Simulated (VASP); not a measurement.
# KCl (P6_3/mmc) in VASP: further runs

The runs below take KCl through single point, relaxation of cell and atoms, with r2SCAN, PBE, PBEsol.

Program: VASP 6.6.1. These are calculated values, not measurements. Logs are shortened: lines on timing, memory, paths and dates and some standing lists are left out, and cuts for length are marked.

**1. The cell of the first run**

The structure is hexagonal, space group P6_3/mmc (No. 194). The conventional cell has a = 5.344 Å, b = 5.344 Å, c = 6.239 Å, α = 90.00°, β = 90.00°, γ = 120.00°. Within 4.1 Å of K (site symmetry -6m2) lie 5 Cl at 3.09 to 3.12 Å. Cl (site symmetry -6m2) has 5 K at 3.09 to 3.12 Å within 4.1 Å.

**2. Single point, r2SCAN**

File POSCAR:

```
KCl
1.0
    5.3436722045      0.0000000000      0.0000000000
   -2.6718361022      4.6277558786      0.0000000000
    0.0000000000      0.0000000000      6.2390532212
K Cl
2 2
Direct
    0.3333333333      0.6666666667      0.2500000000
    0.6666666667      0.3333333333      0.7500000000
    0.6666666667      0.3333333333      0.2500000000
    0.3333333333      0.6666666667      0.7500000000
```

File INCAR.step1:

```
ALGO = Normal
EDIFF = 1E-4
ENCUT = 520
GGA = PE
ISMEAR = -1
LASPH = T
LCHARG = F
LREAL = F
LWAVE = T
NBANDS = 24
NELM = 60
PREC = Accurate
SIGMA = 0.02
```

File INCAR.step2:

```
ALGO = Normal
EDIFF = 1E-7
ENCUT = 520
ISIF = 2
ISMEAR = -1
ISTART = 1
LASPH = T
LCHARG = T
LELF = T
LMIXTAU = T
LREAL = F
LVHAR = T
LWAVE = F
METAGGA = R2SCAN
NBANDS = 24
NELM = 60
PREC = Accurate
SIGMA = 0.02
```

File KPOINTS:

```
k-points
0
Gamma
  6 6 4
```

Potentials or basis: VASP PAW PBE potentials, release 64 (K_sv, Cl).

On the command line:

```
cat potpaw_PBE.64/K_sv/POTCAR potpaw_PBE.64/Cl/POTCAR > POTCAR
cp INCAR.step1 INCAR
mpirun -np 1 vasp_std > vasp.out
cp INCAR.step2 INCAR
mpirun -np 1 vasp_std > vasp.out
```

OUTCAR:

```text
EDIFF = 1E-7
   ENCUT = 520
   ISIF = 2
   ISMEAR = -1
   ISTART = 1
   LASPH = T
   LREAL = F
   METAGGA = R2SCAN
   NELM = 60
   PREC = Accurate

 ion  position               nearest neighbor table
   1  0.333  0.667  0.250-   3 3.09   3 3.09   3 3.09   4 3.12   4 3.12
   2  0.667  0.333  0.750-   4 3.09   4 3.09   4 3.09   3 3.12   3 3.12
   3  0.667  0.333  0.250-   1 3.09   1 3.09   1 3.09   2 3.12   2 3.12
   4  0.333  0.667  0.750-   2 3.09   2 3.09   2 3.09   1 3.12   1 3.12

  LATTYP: Found a hexagonal cell.
 ALAT       =     5.3436722045
 C/A-ratio  =     1.1675591209

  Lattice vectors:

 A1 = (   5.3436722045,   0.0000000000,   0.0000000000)
 A2 = (  -2.6718361022,   4.6277558786,   0.0000000000)
 A3 = (   0.0000000000,   0.0000000000,   6.2390532212)

Analysis of symmetry for initial positions (statically):
=====================================================================
 Subroutine PRICEL returns:
 Original cell was already a primitive cell.

 Routine SETGRP: Setting up the symmetry group for a
 hexagonal supercell.

 Subroutine GETGRP returns: Found 24 space group operations
 (whereof 12 operations were pure point group operations)
 out of a pool of 24 trial point group operations.

The static configuration has the point symmetry D_3d.
 The point group associated with its full space group is D_6h.

Analysis of symmetry for dynamics (positions and initial velocities):
=====================================================================
 Subroutine PRICEL returns:
 Original cell was already a primitive cell.

 Routine SETGRP: Setting up the symmetry group for a
 hexagonal supercell.

 Subroutine GETGRP returns: Found 24 space group operations
 (whereof 12 operations were pure point group operations)
 out of a pool of 24 trial point group operations.

The dynamic configuration has the point symmetry D_3d.
 The point group associated with its full space group is D_6h.

 Subroutine INISYM returns: Found 24 space group operations
 (whereof 12 operations are pure point group operations),
 and found     1 'primitive' translations

----------------------------------------------------------------------------------------

                                     Primitive cell

[... 85 lines left out ...]
   LNONCOLLINEAR =      F non collinear calculations
   LSORBIT =      F    spin-orbit coupling
   LASPH  =      T    aspherical Exc in radial PAW
   ENCUT  =  520.0 eV  38.22 Ry    6.18 a.u.   9.94  9.94 11.60*2*pi/ulx,y,z
   NELM   =     60;   NELMIN=  2; NELMDL=  0     # of ELM steps
   EDIFF  = 0.1E-06   stopping-criterion for ELM
   LREAL  =      F    real-space projection
   EDIFFG = 0.1E-05   stopping-criterion for IOM
   NSW    =      0    number of steps for IOM
   IBRION =     -1    ionic relax: 0-MD 1-quasi-New 2-CG
   NFREE  =      0    steps in history (QN), initial steepest desc. (CG)
   ISIF   =      2    stress and relaxation
   ISYM   =      2    0-nonsym 1-usesym 2-fastsym
   POTIM  = 0.5000    time-step for ionic-motion
   TEBEG  =    0.0;   TEEND  =   0.0 temperature during run
   PSTRESS=    0.0 pullay stress
   NELECT =      32.0000    total number of electrons
   NUPDOWN=      -1.0000    fix difference up-down
   EMIN   =  10.00;   EMAX   =-10.00  energy-range for DOS
   EFERMI =   0.00;   METHOD = LEGACY
   ISMEAR =    -1;   SIGMA  =   0.02  broadening in eV -4-tet -1-fermi 0-gaus
   EFERMI_NEDOS =   21; number of points for ismear=-14 and -15
   IALGO  =     38    algorithm
   IMIX   =      4    mixing-type and parameters
     AMIX     =   0.40;   BMIX     =  1.00
     AMIX_MAG =   1.60;   BMIX_MAG =  1.00
  volume/ion in A,a.u.               =      38.57       260.29
  Fermi-wavevector in a.u.,A,eV,Ry     =   0.969055  1.831249 12.776795  0.939068
  Thomas-Fermi vector in A             =   2.099076
   LORBIT       =      0    0 simple, 1 ext, 2 COOP (PROOUT), +10 PAW based schemes
   METAGGA = R2SCAN    functional components
   LHFCALC =     F    Hartree Fock is set to
   AEXX    =    0.0000 exact exchange contribution
   IVDW    =     0    specifies the selected vdW correction
   LEPSILON=     F    determine dielectric tensor
   LRPA    =     F    only Hartree local field effects (RPA)
 non-spin polarized calculation
  energy-cutoff  :      520.00
  volume of cell :      154.29
 maximum number of plane-waves:      4176
 NGX is ok and might be reduce to    40
   NGX = 19   NGY = 19   NGZ = 23

 number of electron      32.0000001 magnetization

 Free energy of the ion-electron system (eV)
  ---------------------------------------------------
  ext. energy  EPLUGINS =         0.00000000
  ---------------------------------------------------
  free energy    TOTEN  =       -32.74530582 eV

  energy without entropy =      -32.74530582  energy(sigma->0) =      -32.74530582

 E-fermi :  -2.5517     XC(G=0):  -6.8293

 val. band max:       -3.0365319111   @ k =   0.0000   0.0000   0.0000
 cond. band min:       2.3181065769   @ k =   0.0000   0.0000   0.0000
 fundamental gap:      5.3546384880
 Fermi energy:        -2.5516815604

 k-point     1 :       0.0000    0.0000    0.0000
  band No.  band energies     occupation
      1     -31.4620      2.00000
      2     -31.4499      2.00000
      3     -15.6514      2.00000
      4     -15.5649      2.00000
      5     -14.2634      2.00000
      6     -14.2295      2.00000
[... 556 lines left out ...]
     23       6.9283      0.00000
     24       6.9283      0.00000

------------------------ aborting loop because EDIFF is reached ----------------------------------------

  FORCE on cell =-STRESS in cart. coord.  units (eV):
  Direction    XX          YY          ZZ          XY          YZ          ZX
  --------------------------------------------------------------------------------------
  -------------------------------------------------------------------------------------
  Total       -0.0055093     -0.0055093      0.0001779     -0.0000000     -0.0000000     -0.0000000
  in kB       -0.0572104     -0.0572104      0.0018472     -0.0000000     -0.0000000     -0.0000000
  external PRESSURE =      -0.0375245 kB  Pullay stress =       0.0000000 kB

 VOLUME and BASIS-vectors are now :
 -----------------------------------------------------------------------------
  energy-cutoff  :      520.00
  volume of cell :      154.29
      direct lattice vectors                 reciprocal lattice vectors
     5.343672204  0.000000000  0.000000000     0.187137227  0.108043729  0.000000000
    -2.671836102  4.627755879  0.000000000     0.000000000  0.216087457  0.000000000
     0.000000000  0.000000000  6.239053221     0.000000000  0.000000000  0.160280729

 POSITION                                       TOTAL-FORCE (eV/Angst)
 -----------------------------------------------------------------------------------
     -0.00000      3.08517      1.55976         0.000000      0.000000      0.000000
      2.67184      1.54259      4.67929        -0.000000     -0.000000     -0.000000
      2.67184      1.54259      1.55976        -0.000000      0.000000     -0.000000
     -0.00000      3.08517      4.67929         0.000000     -0.000000      0.000000
 -----------------------------------------------------------------------------------
    total drift:                               -0.000000      0.000000     -0.000000

  FREE ENERGIE OF THE ION-ELECTRON SYSTEM (eV)
  ---------------------------------------------------
  free  energy   TOTEN  =       -32.7453058236 eV

  energy  without entropy=      -32.7453058236  energy(sigma->0) =      -32.74530582
```

It took 8.4 min on 1 thread of Intel Xeon 8259CL, shared host; peak memory 0.32 GiB.

Results:

```yaml
Free_energy: -32.7453 eV
Pressure: 0.0 GPa
Band_gap_on_the_k_mesh: 5.35 eV
```

Caveat: the PAW data sets were made with another functional, which shifts forces and pressure a little. A k mesh can miss the band edges.

**3. Single point, r2SCAN**

POSCAR is that of step 2.

File INCAR.step1:

```
SYSTEM = KCl
PREC = Accurate
ENCUT = 520
ISMEAR = 0
SIGMA = 0.01
LREAL = .False.
LASPH = .True.
NELM = 80
NBANDS = 24
GGA = PE
ALGO = Normal
EDIFF = 1E-4
LWAVE = .True.
LCHARG = .False.
```

File INCAR.step2:

```
SYSTEM = KCl
PREC = Accurate
ENCUT = 520
EDIFF = 1E-7
ISMEAR = 0
SIGMA = 0.01
LREAL = .False.
LASPH = .True.
NELM = 80
ALGO = Normal
ISIF = 2
LWAVE = .False.
LCHARG = .True.
METAGGA = R2SCAN
LMIXTAU = .True.
LELF = .True.
LVHAR = .True.
NBANDS = 24
ISTART = 1
```

File KPOINTS:

```
Automatic mesh
0
Gamma
  6 6 4
  0 0 0
```

Potentials or basis: VASP PAW PBE potentials, release 64 (K_sv, Cl).

On the command line:

```
cat potpaw_PBE.64/K_sv/POTCAR potpaw_PBE.64/Cl/POTCAR > POTCAR
cp INCAR.step1 INCAR
mpirun -np 1 vasp_std > vasp.out
cp INCAR.step2 INCAR
mpirun -np 1 vasp_std > vasp.out
```

Run time: 9.2 min. Hardware: 1 thread of Intel Xeon 8259CL, shared host; peak memory 0.32 GiB.

The run converged. Its results:

- Free energy: -32.7453 eV
- Pressure: 0.0 GPa
- Band gap on the k mesh: 5.35 eV

Levels at points of the mesh, in eV from the valence-band top:
```csv
k point,band 14,band 15,band 16,band 17,band 18,band 19
"(0.00, 0.00, 0.00)",-0.28,-0.28,0.00,5.35,8.84,8.87
"(0.50, 0.00, 0.00)",-0.38,-0.21,-0.14,6.94,7.85,8.10
"(0.00, 0.00, 0.50)",-0.37,-0.37,-0.37,6.63,6.63,10.16
"(0.50, 0.00, 0.50)",-0.31,-0.27,-0.27,7.39,7.39,9.40
```

Caveat: the PAW data sets were made with another functional, which shifts forces and pressure a little. A k mesh can miss the band edges.

**4. Relaxation of cell and atoms, PBE**

This run uses another cell than the first one, of 32.10 Å³/atom.

File INCAR:

```
  PREC = Accurate
  ENCUT = 600
  EDIFF = 1E-6
  ISMEAR = -1
  SIGMA = 0.02
  LREAL = False
  LASPH = True
  NELM = 80
  ALGO = Normal
  ISIF = 3
  LWAVE = False
  LCHARG = False
  GGA = PE
  IBRION = 2
  NSW = 80
  EDIFFG = -0.005
```

File KPOINTS:

```
regular mesh
0
Gamma
  6 6 4
```

File POSCAR:

```
KCl
1.0
    4.9135588765      0.0000000000      0.0000000000
   -2.4567794382      4.2552668100      0.0000000000
    0.0000000000      0.0000000000      6.1416222000
K Cl
2 2
Direct
    0.3333333333      0.6666666667      0.2500000000
    0.6666666667      0.3333333333      0.7500000000
    0.6666666667      0.3333333333      0.2500000000
    0.3333333333      0.6666666667      0.7500000000
```

On the command line:

```
cat potpaw_PBE.64/K_sv/POTCAR potpaw_PBE.64/Cl/POTCAR > POTCAR
mpirun -np 1 vasp_std > vasp.out
```

Wall time 11 min (1 thread of Intel Xeon 8259CL, shared host); peak memory 0.31 GiB.

It converged, with:

| Item | Value |
| --- | --- |
| Free energy | -13.4528 eV |
| Relaxed volume | 39.83 Å³/atom |
| Relaxed cell | a = 5.394 Å, b = 5.394 Å, c = 6.322 Å, α = 90.00°, β = 90.00°, γ = 120.00° |
| Space group after relaxing (to 0.1 Å) | P6_3/mmc (No. 194) |
| Energy gained by relaxing | 103.9 meV/atom |
| Ionic steps | 11 |
| Pressure after relaxing | 0.0 GPa |
| Band gap on the k mesh | 4.71 eV |

Step by step:
| step | energy change (eV) | largest force (eV/Å) | pressure (GPa) | volume (Å³) |
| --- | --- | --- | --- | --- |
| 1 | 0.0000 | 0.0000 | 4.78 | 128.41 |
| 2 | -0.3616 | 0.0000 | 1.27 | 147.01 |
| 3 | -0.4092 | 0.0000 | 0.30 | 155.82 |
| 4 | -0.4138 | 0.0000 | -0.01 | 159.38 |
| 5 | -0.4139 | 0.0000 | -0.07 | 160.04 |
| 6 | -0.4150 | 0.0000 | -0.03 | 159.72 |
| 7 | -0.4158 | 0.0000 | 0.02 | 159.26 |
| 8 | -0.4158 | 0.0000 | 0.02 | 159.18 |
| 9 | -0.4158 | 0.0000 | 0.02 | 159.16 |
| 10 | -0.4158 | 0.0000 | 0.02 | 159.14 |
| 11 | -0.4158 | 0.0000 | 0.01 | 159.31 |

Final structure:
```
K Cl
1.0
     5.39427    0.00000    0.00000
    -2.69713    4.67157    0.00000
     0.00000    0.00000    6.32204
K Cl
2 2
Direct
  0.33333 0.66667 0.25000
  0.66667 0.33333 0.75000
  0.66667 0.33333 0.25000
  0.33333 0.66667 0.75000
```

Levels at points of the mesh, in eV from the valence-band top:
```csv
k point,band 14,band 15,band 16,band 17,band 18,band 19
"(0.00, 0.00, 0.00)",-0.26,-0.26,0.00,4.71,7.92,8.18
"(0.50, 0.00, 0.00)",-0.37,-0.20,-0.12,6.44,7.15,7.29
"(0.00, 0.00, 0.50)",-0.34,-0.34,-0.34,5.96,5.96,9.36
"(0.50, 0.00, 0.50)",-0.28,-0.25,-0.25,6.85,6.85,8.44
```

Caveat: the volume moved by over 15 % at a fixed basis, so the end points are rough.

**5. Relaxation of cell and atoms, PBEsol**

This run uses another cell than the first one, of 39.81 Å³/atom.

File INCAR:

```
ALGO     = Normal         # electronic algorithm
EDIFF    = 1E-6           # SCF threshold, eV
EDIFFG   = -0.005         # ionic threshold
ENCUT    = 600            # plane-wave cutoff, eV
GGA      = PS             # functional
IBRION   = 2              # ionic algorithm
ISIF     = 3              # what is computed and relaxed
ISMEAR   = -1             # smearing method
LASPH    = T              # aspherical terms in the spheres
LCHARG   = F              # write CHGCAR
LREAL    = F              # projectors in reciprocal space
LWAVE    = F              # write WAVECAR
NELM     = 100            # most SCF steps
NSW      = 80             # ionic steps
PREC     = Accurate       # precision mode
SIGMA    = 0.02           # smearing width, eV
```

File KPOINTS:

```
k-points
0
Gamma
  6 6 4
```

File POSCAR:

```
KCl
1.0
    5.3924625702      0.0000000000      0.0000000000
   -2.6962312851      4.6700095747      0.0000000000
    0.0000000000      0.0000000000      6.3240811739
K Cl
2 2
Direct
    0.3333333333      0.6666666667      0.2500000000
    0.6666666667      0.3333333333      0.7500000000
    0.6666666667      0.3333333333      0.2500000000
    0.3333333333      0.6666666667      0.7500000000
```

On the command line:

```
cat potpaw_PBE.64/K_sv/POTCAR potpaw_PBE.64/Cl/POTCAR > POTCAR
mpirun -np 1 vasp_std > vasp.out
```

It took 11 min on 1 thread of Intel Xeon 8259CL, shared host; peak memory 0.4 GiB.

It converged, with:

```
Free energy                           : -13.8450 eV
Relaxed volume                        : 37.80 Å³/atom
Relaxed cell                          : a = 5.308 Å, b = 5.308 Å, c = 6.197 Å, α = 90.00°, β = 90.00°, γ = 120.00°
Space group after relaxing (to 0.1 Å) : P6_3/mmc (No. 194)
Energy gained by relaxing             : 4.5 meV/atom
Ionic steps                           : 7
Pressure after relaxing               : 0.0 GPa
Band gap on the k mesh                : 4.79 eV
```

Step by step:
| step | energy change (eV) | largest force (eV/Å) | pressure (GPa) | volume (Å³) |
| --- | --- | --- | --- | --- |
| 1 | 0.0000 | 0.0000 | -0.66 | 159.26 |
| 2 | -0.0127 | 0.0000 | -0.38 | 155.49 |
| 3 | -0.0180 | 0.0000 | -0.03 | 151.48 |
| 4 | -0.0180 | 0.0000 | -0.01 | 151.21 |
| 5 | -0.0180 | 0.0000 | 0.01 | 151.06 |
| 6 | -0.0180 | 0.0000 | 0.00 | 151.13 |
| 7 | -0.0180 | 0.0000 | -0.01 | 151.20 |

Final structure:
```cif
data_structure
_symmetry_space_group_name_H-M 'P 1'
_symmetry_Int_Tables_number 1
_cell_length_a 5.3079
_cell_length_b 5.3079
_cell_length_c 6.1970
_cell_angle_alpha 90.000
_cell_angle_beta 90.000
_cell_angle_gamma 120.000
_cell_volume 151.20
loop_
_atom_site_label
_atom_site_type_symbol
_atom_site_fract_x
_atom_site_fract_y
_atom_site_fract_z
_atom_site_occupancy
K1 K 0.33333 0.66667 0.25000 1
K2 K 0.66667 0.33333 0.75000 1
Cl1 Cl 0.66667 0.33333 0.25000 1
Cl2 Cl 0.33333 0.66667 0.75000 1
```

Levels at points of the mesh, in eV from the valence-band top:
```csv
k point,band 13,band 14,band 15,band 16,band 17,band 18,band 19,band 20
"(0.00, 0.00, 0.00)",-0.45,-0.30,-0.30,0.00,4.79,8.11,8.11,8.13
"(0.50, 0.00, 0.00)",-0.44,-0.40,-0.22,-0.14,6.54,7.28,7.31,7.46
"(0.00, 0.00, 0.50)",-0.40,-0.40,-0.40,-0.40,6.10,6.10,9.45,9.45
"(0.50, 0.00, 0.50)",-0.32,-0.32,-0.30,-0.30,6.94,6.94,8.65,8.65
```

Caveat: the PAW data sets were made with another functional, which shifts forces and pressure a little. A k mesh can miss the band edges.

**6. Summary**

| task | level | cell | cutoff (eV) | smearing | gap on the mesh (eV) | pressure (GPa) | relaxed volume (Å³/atom) |
| --- | --- | --- | --- | --- | --- | --- | --- |
| single point | r2SCAN | a = 5.344, b = 5.344, c = 6.239 Å, angles 90.0, 90.0, 120.0°, 4 atoms | 520 | fermi-dirac 0.02 eV | 5.35 | 0.0 | - |
| single point | r2SCAN | a = 5.344, b = 5.344, c = 6.239 Å, angles 90.0, 90.0, 120.0°, 4 atoms | 520 | gaussian 0.01 eV | 5.35 | 0.0 | - |
| relaxation of cell and atoms | PBE | relaxed from a = 4.914, b = 4.914, c = 6.142 Å, angles 90.0, 90.0, 120.0°, 4 atoms | 600 | fermi-dirac 0.02 eV | 4.71 | 0.0 | 39.83 |
| relaxation of cell and atoms | PBEsol | relaxed from a = 5.392, b = 5.392, c = 6.324 Å, angles 90.0, 90.0, 120.0°, 4 atoms | 600 | fermi-dirac 0.02 eV | 4.79 | 0.0 | 37.80 |

Alike in all rows: potentials or basis VASP PAW PBE potentials, release 64 (K_sv, Cl); no spin polarisation; k mesh 6 × 6 × 4.

Caveats: the PAW data sets were made with another functional, which shifts forces and pressure a little (at least some runs); the volume moved by over 15 % at a fixed basis, so the end points are rough (at least some runs).

Absolute energies hang on the potentials; compare differences alone.
